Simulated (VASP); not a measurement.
A run of VASP 6.6.1 is set up as follows.

File INCAR:

```
SYSTEM = SnO2
  PREC = Accurate
  ENCUT = 600
  EDIFF = 1E-6
  ISMEAR = 0
  SIGMA = 0.02
  LREAL = .FALSE.
  LASPH = .TRUE.
  NELM = 60
  ALGO = Normal
  ISIF = 3
  LWAVE = .FALSE.
  LCHARG = .FALSE.
  GGA = PS
  IBRION = 2
  NSW = 100
  EDIFFG = -0.002
```

The input KPOINTS:

```
regular mesh
0
G
  6 6 8
  0 0 0
```

POSCAR

```
SnO2
1.0
    4.7880040000      0.0000000000      0.0000000000
    0.0000000000      4.8665820000      0.0000000000
    0.0000000000      0.0000000000      3.2408980000
Sn O
2 4
Direct
    0.5000000000      0.5000000000      0.5000000000
    0.0000000000      0.0000000000      0.0000000000
    0.2918550000      0.3210420000      0.0000000000
    0.7918550000      0.1789580000      0.5000000000
    0.2081450000      0.8210420000      0.5000000000
    0.7081450000      0.6789580000      0.0000000000
```

Potentials or basis: VASP PAW PBE potentials, release 64 (Sn_d, O).

Launch:

```console
$ cat potpaw_PBE.64/Sn_d/POTCAR potpaw_PBE.64/O/POTCAR > POTCAR
$ mpirun -np 1 vasp_std > vasp.out
```

Problem. Predict the band gap on the k mesh.

Solution. 0.89 eV.

Problem. What does it give for the space group after relaxing (to 0.1 Å)?

Solution. P4_2/mnm (No. 136).

Problem. Predict the relaxed cell.

Solution. a = 4.772 Å, b = 4.771 Å, c = 3.216 Å, α = 90.00°, β = 90.00°, γ = 90.00°.

Final structure:
```
Sn O
1.0
     4.77224    0.00000    0.00000
     0.00000    4.77138    0.00000
     0.00000    0.00000    3.21560
Sn O
2 4
Direct
  0.50000 0.50000 0.50000
  0.00000 0.00000 0.00000
  0.30632 0.30615 0.00000
  0.80632 0.19385 0.50000
  0.19368 0.80615 0.50000
  0.69368 0.69386 0.00000
```

Caveat: spin-orbit coupling is left out, which moves the levels of the heavy elements.
